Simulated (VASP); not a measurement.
# Cu (P6_3/mmc) in VASP: a series of runs

Runs on Cu. Level: LDA. Tasks: single point.

Program: VASP 6.6.1. These are calculated values, not measurements. Logs are shortened: lines on timing, memory, paths and dates and some standing lists are left out, and cuts for length are marked.

### Step 1. The cell of the first run

Symmetry: P6_3/mmc, No. 194, hexagonal system. The conventional cell has a = 2.384 Å, b = 2.384 Å, c = 7.790 Å, α = 90.00°, β = 90.00°, γ = 120.00°. Within 3.1 Å of Cu (site symmetry -3m) lie 12 Cu at 2.38 Å. Cu (site symmetry -6m2) has 12 Cu at 2.38 Å within 3.1 Å.

This isn't the form of Cu at room conditions, which is fcc.

### Step 2. Single point, LDA (9.59 Å³/atom)

INCAR

```
SYSTEM = Cu
ALGO     = Normal         ! electronic algorithm
EDIFF    = 1E-6           ! SCF threshold, eV
ENCUT    = 520            ! plane-wave cutoff, eV
ISIF     = 2              ! what is computed and relaxed
ISMEAR   = -1             ! smearing method
LASPH    = .True.         ! aspherical terms in the spheres
LCHARG   = .True.         ! write CHGCAR
LELF     = .True.         ! ELF
LREAL    = .False.        ! projectors in reciprocal space
LVHAR    = .True.       
LWAVE    = .False.        ! write WAVECAR
NBANDS   = 30             ! bands
NELM     = 80             ! most SCF steps
PREC     = Accurate       ! precision mode
SIGMA    = 0.1            ! smearing width, eV
```

KPOINTS

```
k-points
0
Gamma
  19 19 5
  0 0 0
```

POSCAR

```
Cu
1.0
    2.3843236114      0.0000000000      0.0000000000
   -1.1921618057      2.0648848183      0.0000000000
    0.0000000000      0.0000000000      7.7901871323
Cu
4
Direct
    0.0000000000      1.0000000000      1.0000000000
    1.0000000000      1.0000000000      0.5000000000
    0.3333333333      0.6666666667      0.2500000000
    0.6666666667      0.3333333333      0.7500000000
```

Potentials or basis: VASP PAW LDA potentials, release 64 (Cu).

On the command line:

```sh
cat potpaw_LDA.64/Cu/POTCAR > POTCAR
mpirun -np 1 vasp_std > vasp.out
```

OUTCAR:

```text
SYSTEM = Cu
   EDIFF = 1E-6
   ENCUT = 520
   ISIF = 2
   ISMEAR = -1
   LASPH = .True.
   LREAL = .False.
   NELM = 80
   PREC = Accurate

 ion  position               nearest neighbor table
   1  0.000  0.000  0.000-   3 2.38   4 2.38   3 2.38   4 2.38   4 2.38   3 2.38
   2  0.000  0.000  0.500-   3 2.38   4 2.38   3 2.38   4 2.38   4 2.38   3 2.38
   3  0.333  0.667  0.250-   1 2.38   2 2.38   1 2.38   2 2.38   1 2.38   2 2.38
   4  0.667  0.333  0.750-   1 2.38   2 2.38   1 2.38   2 2.38   1 2.38   2 2.38

  LATTYP: Found a hexagonal cell.
 ALAT       =     2.3843236114
 C/A-ratio  =     3.2672524380

  Lattice vectors:

 A1 = (   2.3843236114,   0.0000000000,   0.0000000000)
 A2 = (  -1.1921618057,   2.0648848183,   0.0000000000)
 A3 = (   0.0000000000,   0.0000000000,   7.7901871323)

Analysis of symmetry for initial positions (statically):
=====================================================================
 Subroutine PRICEL returns:
 Original cell was already a primitive cell.

 Routine SETGRP: Setting up the symmetry group for a
 hexagonal supercell.

 Subroutine GETGRP returns: Found 24 space group operations
 (whereof 12 operations were pure point group operations)
 out of a pool of 24 trial point group operations.

The static configuration has the point symmetry D_3d.
 The point group associated with its full space group is D_6h.

Analysis of symmetry for dynamics (positions and initial velocities):
=====================================================================
 Subroutine PRICEL returns:
 Original cell was already a primitive cell.

 Routine SETGRP: Setting up the symmetry group for a
 hexagonal supercell.

 Subroutine GETGRP returns: Found 24 space group operations
 (whereof 12 operations were pure point group operations)
 out of a pool of 24 trial point group operations.

The dynamic configuration has the point symmetry D_3d.
 The point group associated with its full space group is D_6h.

 Subroutine INISYM returns: Found 24 space group operations
 (whereof 12 operations are pure point group operations),
 and found     1 'primitive' translations

----------------------------------------------------------------------------------------

                                     Primitive cell

  volume of cell :      38.3538

  direct lattice vectors                    reciprocal lattice vectors
     2.384323611  0.000000000  0.000000000     0.419406156  0.242144257  0.000000000
    -1.192161806  2.064884818  0.000000000     0.000000000  0.484288514  0.000000000
     0.000000000  0.000000000  7.790187132     0.000000000  0.000000000  0.128366621

  length of vectors
     2.384323611  2.384323611  7.790187132     0.484288514  0.484288514  0.128366621

  position of ions in fractional coordinates (direct lattice)
     0.000000000  0.000000000  0.000000000
     0.000000000  0.000000000  0.500000000
     0.333333333  0.666666667  0.250000000
     0.666666667  0.333333333  0.750000000

  ion indices of the primitive-cell ions
   primitive index   ion index
                 1           1
                 2           2
                 3           3
                 4           4

----------------------------------------------------------------------------------------

 KPOINTS: k-points

Automatic generation of k-mesh.
 Grid dimensions read from file:
 generate k-points for:   19   19    5

 Generating k-lattice:

  Cartesian coordinates                     Fractional coordinates (reciprocal lattice)
     0.022074008  0.012744435  0.000000000     0.052631579  0.000000000  0.000000000
     0.000000000  0.025488869  0.000000000     0.000000000  0.052631579  0.000000000
     0.000000000  0.000000000  0.025673324     0.000000000  0.000000000  0.200000000

  Length of vectors
     0.025488869  0.025488869  0.025673324

  Shift w.r.t. Gamma in fractional coordinates (k-lattice)
     0.000000000  0.000000000  0.000000000

 Subroutine IBZKPT returns following result:
 ===========================================

 Found    120 irreducible k-points:

 Following reciprocal coordinates:
            Coordinates               Weight
  0.000000  0.000000  0.000000      1.000000
  0.052632 -0.000000  0.000000      6.000000
  0.105263 -0.000000  0.000000      6.000000
  0.157895 -0.000000  0.000000      6.000000
  0.210526 -0.000000  0.000000      6.000000
  0.263158 -0.000000  0.000000      6.000000
[... 16 lines left out ...]
  0.263158  0.105263  0.000000     12.000000
  0.315789  0.105263  0.000000     12.000000
 [... further k-points ...]
   k-points           NKPTS =    120   k-points in BZ     NKDIM =    120   number of bands    NBANDS=     30
   number of dos      NEDOS =    301   number of ions     NIONS =      4
   total plane-waves  NPLWV =  19440
   dimension x,y,z NGX =    18 NGY =   18 NGZ =   60
   dimension x,y,z NGXF=    36 NGYF=   36 NGZF=  120
   ions per type =               4
   NGX,Y,Z   is equivalent  to a cutoff of  12.55, 12.55, 12.80 a.u.
   NGXF,Y,Z  is equivalent  to a cutoff of  25.10, 25.10, 25.61 a.u.
 SYSTEM =  Cu
   PREC   = accura    normal or accurate (medium, high low for compatibility)
   ISTART =      0    job   : 0-new  1-cont  2-samecut
   ICHARG =      2    charge: 1-file 2-atom 10-const
   ISPIN  =      1    spin polarized calculation?
   LNONCOLLINEAR =      F non collinear calculations
   LSORBIT =      F    spin-orbit coupling
   LASPH  =      T    aspherical Exc in radial PAW
   ENCUT  =  520.0 eV  38.22 Ry    6.18 a.u.   4.43  4.43 14.48*2*pi/ulx,y,z
   NELM   =     80;   NELMIN=  2; NELMDL= -5     # of ELM steps
   EDIFF  = 0.1E-05   stopping-criterion for ELM
   LREAL  =      F    real-space projection
   EDIFFG = 0.1E-04   stopping-criterion for IOM
   NSW    =      0    number of steps for IOM
   IBRION =     -1    ionic relax: 0-MD 1-quasi-New 2-CG
   NFREE  =      0    steps in history (QN), initial steepest desc. (CG)
   ISIF   =      2    stress and relaxation
   ISYM   =      2    0-nonsym 1-usesym 2-fastsym
   POTIM  = 0.5000    time-step for ionic-motion
   TEBEG  =    0.0;   TEEND  =   0.0 temperature during run
   PSTRESS=    0.0 pullay stress
   NELECT =      44.0000    total number of electrons
   NUPDOWN=      -1.0000    fix difference up-down
   EMIN   =  10.00;   EMAX   =-10.00  energy-range for DOS
   EFERMI =   0.00;   METHOD = LEGACY
   ISMEAR =    -1;   SIGMA  =   0.10  broadening in eV -4-tet -1-fermi 0-gaus
   EFERMI_NEDOS =   21; number of points for ismear=-14 and -15
   IALGO  =     38    algorithm
   IMIX   =      4    mixing-type and parameters
     AMIX     =   0.40;   BMIX     =  1.00
     AMIX_MAG =   1.60;   BMIX_MAG =  1.00
  volume/ion in A,a.u.               =       9.59        64.71
  Fermi-wavevector in a.u.,A,eV,Ry     =   1.713784  3.238582 39.961067  2.937056
  Thomas-Fermi vector in A             =   2.791463
   LORBIT       =      0    0 simple, 1 ext, 2 COOP (PROOUT), +10 PAW based schemes
   GGA     = CA    functional components
   LHFCALC =     F    Hartree Fock is set to
   AEXX    =    0.0000 exact exchange contribution
   IVDW    =     0    specifies the selected vdW correction
   LEPSILON=     F    determine dielectric tensor
   LRPA    =     F    only Hartree local field effects (RPA)
 non-spin polarized calculation
  energy-cutoff  :      520.00
  volume of cell :       38.35
 maximum number of plane-waves:      1061
 NGX is ok and might be reduce to    18
   NGX =  9   NGY =  9   NGZ = 29

 number of electron      44.0000004 magnetization

 Free energy of the ion-electron system (eV)
  ---------------------------------------------------
  ext. energy  EPLUGINS =         0.00000000
  ---------------------------------------------------
  free energy    TOTEN  =       -18.32874022 eV

  energy without entropy =      -18.29589964  energy(sigma->0) =      -18.31231993

 E-fermi :  10.3193     XC(G=0): -14.3682

 val. band max:       10.2922764532   @ k =   0.1053  -0.0000   0.0000
 cond. band min:      10.3233499274   @ k =   0.4211   0.0526   0.0000
 fundamental gap:      0.0310734742
 Fermi energy:        10.3192601227

 k-point     1 :       0.0000    0.0000    0.0000
  band No.  band energies     occupation
      1      -0.7899      2.00000
      2       1.6310      2.00000
      3       1.6314      2.00000
      4       3.8085      2.00000
      5       6.0940      2.00000
      6       6.1068      2.00000
[... 22 lines left out ...]
     29      33.8413      0.00000
     30      34.6876      0.00000

 k-point     2 :       0.0526   -0.0000    0.0000
  band No.  band energies     occupation
      1      -0.6853      2.00000
      2       1.7229      2.00000
      3       1.7233      2.00000
      4       3.8743      2.00000
      5       6.0314      2.00000
      6       6.0760      2.00000
[... 22 lines left out ...]
     29      33.2992      0.00000
     30      33.3027      0.00000

 k-point     3 :       0.1053   -0.0000    0.0000
  band No.  band energies     occupation
      1      -0.3749      2.00000
      2       1.9910      2.00000
      3       1.9915      2.00000
      4       4.0611      2.00000
      5       5.8875      2.00000
      6       5.9956      2.00000
[... 22 lines left out ...]
     29      31.5029      0.00000
     30      31.5112      0.00000

 k-point     4 :       0.1579   -0.0000    0.0000
  band No.  band energies     occupation
      1       0.1302      2.00000
      2       2.4093      2.00000
      3       2.4098      2.00000
      4       4.3333      2.00000
      5       5.7239      2.00000
      6       5.8828      2.00000
[... 616 lines left out ...]
     29      24.9508      0.00000
     30      26.5391      0.00000

 k-point    23 :       0.2632    0.1053    0.0000
  band No.  band energies     occupation
      1       2.7418      2.00000
      2       3.9522      2.00000
      3       3.9689      2.00000
      4       4.9064      2.00000
      5       5.2173      2.00000
      6       5.4788      2.00000
[... 22 lines left out ...]
     29      23.9958      0.00000
     30      26.4348      0.00000

 k-point    24 :       0.3158    0.1053    0.0000
  band No.  band energies     occupation
      1       3.5020      2.00000
      2       4.0907      2.00000
      3       4.1746      2.00000
      4       4.8001      2.00000
      5       5.1634      2.00000
      6       5.3210      2.00000
[... 22 lines left out ...]
     29      23.2540      0.00000
     30      25.6886      0.00000

 [... further k-points ...]

------------------------ aborting loop because EDIFF is reached ----------------------------------------

  FORCE on cell =-STRESS in cart. coord.  units (eV):
  Direction    XX          YY          ZZ          XY          YZ          ZX
  --------------------------------------------------------------------------------------
  -------------------------------------------------------------------------------------
  Total        8.0726802      8.0726802      8.3646808      0.0000000      0.0000000     -0.0000000
  in kB      337.2247240    337.2247240    349.4226337      0.0000000      0.0000000     -0.0000000
  external PRESSURE =     341.2906939 kB  Pullay stress =       0.0000000 kB

 VOLUME and BASIS-vectors are now :
 -----------------------------------------------------------------------------
  energy-cutoff  :      520.00
  volume of cell :       38.35
      direct lattice vectors                 reciprocal lattice vectors
     2.384323611  0.000000000  0.000000000     0.419406156  0.242144257  0.000000000
    -1.192161806  2.064884818  0.000000000     0.000000000  0.484288514  0.000000000
     0.000000000  0.000000000  7.790187132     0.000000000  0.000000000  0.128366621

 POSITION                                       TOTAL-FORCE (eV/Angst)
 -----------------------------------------------------------------------------------
      0.00000      0.00000      0.00000        -0.000000      0.000000      0.000000
      0.00000      0.00000      3.89509        -0.000000      0.000000      0.000000
     -0.00000      1.37659      1.94755         0.000000     -0.000000      0.000000
      1.19216      0.68829      5.84264        -0.000000      0.000000     -0.000000
 -----------------------------------------------------------------------------------
    total drift:                                0.000000     -0.000000      0.000000

  FREE ENERGIE OF THE ION-ELECTRON SYSTEM (eV)
  ---------------------------------------------------
  free  energy   TOTEN  =       -18.3287402154 eV

  energy  without entropy=      -18.2958996429  energy(sigma->0) =      -18.31231993
```

Wall time 73 s (1 thread of AMD EPYC 9R45 (Zen 5), shared host); peak memory 0.18 GiB.

What came out:

- Free energy: -18.3287 eV
- Pressure: 34.1 GPa
- Band gap on the k mesh: zero (bands 22 and 23 overlap by 6.05 eV)

Levels at points of the mesh, in eV from the Fermi level:
```tsv
k point	band 19	band 20	band 21	band 22	band 23	band 24	band 25	band 26
(0.00, 0.00, 0.00)	-2.60	-2.37	-2.37	-1.98	-1.98	-1.69	4.85	14.24
```

Caveat: the cell stands under pressure.

### Step 3. Single point, LDA (10.02 Å³/atom)

This run uses another cell than the first one, of 10.02 Å³/atom.

INCAR

```
PREC = Accurate
ENCUT = 520
EDIFF = 1E-6
ISMEAR = -1
SIGMA = 0.1
LREAL = F
LASPH = T
NELM = 80
ALGO = Normal
ISIF = 2
LWAVE = F
LCHARG = T
GGA = CA
LELF = T
LVHAR = T
NBANDS = 30
```

KPOINTS

```
regular mesh
0
Gamma
  19 19 5
```

POSCAR

```
Cu
1.0
    2.4199157783      0.0000000000      0.0000000000
   -1.2099578891      2.0957085390      0.0000000000
    0.0000000000      0.0000000000      7.9064757265
Cu
4
Direct
    0.0000000000      1.0000000000      1.0000000000
    1.0000000000      1.0000000000      0.5000000000
    0.3333333333      0.6666666667      0.2500000000
    0.6666666667      0.3333333333      0.7500000000
```

Potentials or basis: VASP PAW LDA potentials, release 64 (Cu).

On the command line:

```sh
cat potpaw_LDA.64/Cu/POTCAR > POTCAR
mpirun -np 1 vasp_std > vasp.out
```

It took 74 s on 1 thread of AMD EPYC 9R45 (Zen 5), shared host; peak memory 0.18 GiB.

The run converged. Its results:

| Property | Result |
| --- | --- |
| Free energy | -18.6200 eV |
| Pressure | 20.5 GPa |
| Band gap on the k mesh | zero (bands 22 and 23 overlap by 5.88 eV) |

Stress tensor (GPa, compression positive):
```
20.08  0.00  0.00
 0.00 20.08  0.00
 0.00  0.00 21.22
```

Levels at points of the mesh, in eV from the Fermi level:
| k point | band 20 | band 21 | band 22 | band 23 | band 24 | band 25 |
| --- | --- | --- | --- | --- | --- | --- |
| (0.00, 0.00, 0.00) | -2.28 | -2.28 | -1.92 | -1.92 | -1.53 | 4.58 |

Caveat: the cell stands under pressure.

### Step 4. Single point, LDA (10.46 Å³/atom)

This run uses another cell than the first one, of 10.46 Å³/atom.

INCAR

```
ALGO = Normal
EDIFF = 1E-6
ENCUT = 520
GGA = CA
ISIF = 2
ISMEAR = -1
LASPH = True
LCHARG = True
LELF = True
LREAL = False
LVHAR = True
LWAVE = False
NBANDS = 30
NELM = 100
PREC = Accurate
SIGMA = 0.1
```

KPOINTS

```
k-points
0
Gamma
  19 19 5
```

POSCAR

```
Cu
1.0
    2.4544906749      0.0000000000      0.0000000000
   -1.2272453375      2.1256512778      0.0000000000
    0.0000000000      0.0000000000      8.0194406419
Cu
4
Direct
    0.0000000000      1.0000000000      1.0000000000
    1.0000000000      1.0000000000      0.5000000000
    0.3333333333      0.6666666667      0.2500000000
    0.6666666667      0.3333333333      0.7500000000
```

On the command line:

```sh
cat potpaw_LDA.64/Cu/POTCAR > POTCAR
mpirun -np 1 vasp_std > vasp.out
```

Run time: 77 s. Hardware: 1 thread of AMD EPYC 9R45 (Zen 5), shared host; peak memory 0.18 GiB.

The run converged. Its results:

* Free energy: -18.7783 eV
* Pressure: 9.7 GPa
* Band gap on the k mesh: zero (bands 22 and 23 overlap by 5.72 eV)

Stress tensor (GPa, compression positive):
```
 9.30  0.00  0.00
 0.00  9.30  0.00
 0.00  0.00 10.35
```

Levels at points of the mesh, in eV from the Fermi level:
```csv
k point,band 19,band 20,band 21,band 22,band 23,band 24,band 25,band 26
"(0.00, 0.00, 0.00)",-2.40,-2.20,-2.20,-1.86,-1.86,-1.38,4.34,13.45
```

Caveat: the cell stands under pressure.

### Step 5. Single point, LDA

This run uses another cell than the first one, of 10.90 Å³/atom.

INCAR

```
  ALGO = Normal
  EDIFF = 1E-6
  ENCUT = 520
  GGA = CA
  ISIF = 2
  ISMEAR = -1
  LASPH = True
  LCHARG = False
  LREAL = False
  LWAVE = False
  NBANDS = 30
  NELM = 60
  PREC = Accurate
  SIGMA = 0.1
```

KPOINTS is that of step 4.

POSCAR

```
Cu
1.0
    2.4881180135      0.0000000000      0.0000000000
   -1.2440590068      2.1547734073      0.0000000000
    0.0000000000      0.0000000000      8.1293096459
Cu
4
Direct
    0.0000000000      1.0000000000      1.0000000000
    1.0000000000      1.0000000000      0.5000000000
    0.3333333333      0.6666666667      0.2500000000
    0.6666666667      0.3333333333      0.7500000000
```

On the command line:

```sh
cat potpaw_LDA.64/Cu/POTCAR > POTCAR
mpirun -np 1 vasp_std > vasp.out
```

Wall time 89 s (1 thread of AMD EPYC 9R45 (Zen 5), shared host); peak memory 0.19 GiB.

It converged, with:

- Free energy: -18.8321 eV
- Pressure: 1.0 GPa
- Band gap on the k mesh: zero (bands 22 and 23 overlap by 5.58 eV)

Stress tensor (GPa, compression positive):
```
0.68 0.00 0.00
0.00 0.68 0.00
0.00 0.00 1.62
```

Levels at points of the mesh, in eV from the Fermi level:
| k point | band 18 | band 19 | band 20 | band 21 | band 22 | band 23 | band 24 | band 25 | band 26 | band 27 |
| --- | --- | --- | --- | --- | --- | --- | --- | --- | --- | --- |
| (0.00, 0.00, 0.00) | -2.32 | -2.32 | -2.13 | -2.13 | -1.81 | -1.81 | -1.25 | 4.11 | 13.09 | 13.09 |

### Step 6. Summary

| cell | gap on the mesh (eV) | pressure (GPa) |
| --- | --- | --- |
| a = 2.384, b = 2.384, c = 7.790 Å, angles 90.0, 90.0, 120.0°, 4 atoms | none | 34.1 |
| a = 2.420, b = 2.420, c = 7.906 Å, angles 90.0, 90.0, 120.0°, 4 atoms | none | 20.5 |
| a = 2.454, b = 2.454, c = 8.019 Å, angles 90.0, 90.0, 120.0°, 4 atoms | none | 9.7 |
| a = 2.488, b = 2.488, c = 8.129 Å, angles 90.0, 90.0, 120.0°, 4 atoms | none | 1.0 |

Alike in all rows: task single point; level LDA; potentials or basis VASP PAW LDA potentials, release 64 (Cu); no spin polarisation; k mesh 19 × 19 × 5; cutoff (eV) 520; smearing fermi-dirac 0.1 eV.

Caveats: the cell stands under pressure (at least some runs).

Absolute energies hang on the potentials; compare differences alone.
